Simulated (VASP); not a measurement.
# Cd3Se2S: relaxation of cell and atoms with PBE

Cd3Se2S:

```xyz
12
Lattice="4.3279 0.0000 0.0000 -2.1640 3.7481 0.0000 0.0000 0.0000 21.1721" Properties=species:S:1:pos:R:3 pbc="T T T"
Cd    2.1640    1.2494    3.5315
Cd    2.1640    1.2494   10.4930
Cd    2.1640    1.2494   17.7447
Cd    0.0000    2.4987   21.0791
Cd    0.0000    2.4987    7.1586
Cd    0.0000    2.4987   14.1175
Se    2.1640    1.2494    6.2235
Se    2.1640    1.2494   13.1880
Se    0.0000    2.4987    2.6019
Se    0.0000    2.4987   16.8095
S     2.1640    1.2494   20.3177
S     0.0000    2.4987    9.7316
```

```
Program                : VASP 6.6.1
Task                   : relaxation of cell and atoms
Functional             : PBE
Potentials or basis    : VASP PAW PBE potentials, release 64 (Cd, Se, S)
Cutoff                 : 600 eV
k mesh                 : 6 × 6 × 2
Occupations            : gaussian, width 0.02 eV
Spin                   : no spin polarisation
Dipole correction      : no
Further INCAR settings : ALGO = Normal; EDIFF = 1e-06; IBRION = 2; EDIFFG = -0.01; NSW = 100; ISIF = 3
```

```json
{"Relaxed volume": "28.62 Å³/atom", "Relaxed cell": "a = 4.328 Å, b = 4.328 Å, c = 21.170 Å, α = 90.00°, β = 90.00°, γ = 120.00°", "Space group after relaxing (to 0.1 Å)": "P6_3mc (No. 186)", "Energy gained by relaxing": "0.0 meV/atom", "Ionic steps": "3", "Pressure after relaxing": "0.0 GPa", "Band gap on the k mesh": "0.61 eV"}
```

Forces on the atoms (eV/Å):
```
Cd   0.000  0.000 -0.001
Cd   0.000  0.000  0.000
Cd   0.000  0.000  0.003
Cd   0.000  0.000  0.000
Cd   0.000  0.000  0.003
Cd   0.000  0.000 -0.001
Se   0.000  0.000  0.000
Se   0.000  0.000 -0.001
Se   0.000  0.000 -0.001
Se   0.000  0.000  0.000
S    0.000  0.000 -0.001
S    0.000  0.000 -0.001
```

Step by step:
```tsv
step	energy change (eV)	largest force (eV/Å)	pressure (GPa)	volume (Å³)
1	0.0000	0.0236	0.00	343.44
2	-0.0001	0.0120	0.00	343.41
3	-0.0002	0.0027	0.00	343.38
```

Final structure:
```xyz
12
Lattice="4.3278 0.0000 0.0000 -2.1639 3.7480 0.0000 0.0000 0.0000 21.1696" Properties=species:S:1:pos:R:3 pbc="T T T"
Cd    2.1639    1.2493    3.5333
Cd    2.1639    1.2493   10.4918
Cd    2.1639    1.2493   17.7419
Cd    0.0000    2.4987   21.0766
Cd    0.0000    2.4987    7.1571
Cd    0.0000    2.4987   14.1181
Se    2.1639    1.2493    6.2206
Se    2.1639    1.2493   13.1848
Se    0.0000    2.4987    2.6000
Se    0.0000    2.4987   16.8054
S     2.1639    1.2493   20.3173
S     0.0000    2.4987    9.7325
```

Levels at points of the mesh, in eV from the valence-band top:
| k point | band 50 | band 51 | band 52 | band 53 | band 54 | band 55 | band 56 | band 57 | band 58 | band 59 |
| --- | --- | --- | --- | --- | --- | --- | --- | --- | --- | --- |
| (0.00, 0.00, 0.00) | -0.15 | -0.08 | -0.08 | 0.00 | 0.00 | 0.61 | 1.82 | 2.00 | 2.25 | 2.30 |
| (0.50, 0.00, 0.00) | -1.17 | -1.11 | -1.00 | -0.88 | -0.71 | 2.74 | 2.78 | 3.13 | 3.30 | 3.39 |
| (0.00, 0.00, 0.50) | -0.36 | -0.04 | -0.04 | -0.04 | -0.04 | 1.20 | 1.20 | 2.20 | 2.20 | 2.43 |
| (0.50, 0.00, 0.50) | -1.25 | -1.14 | -1.14 | -0.78 | -0.78 | 2.93 | 2.93 | 2.98 | 2.98 | 3.43 |

It took 17 min on 1 thread of Oxide Virtual Turin-like Processor, with other jobs on the host, peak memory 0.71 GiB.
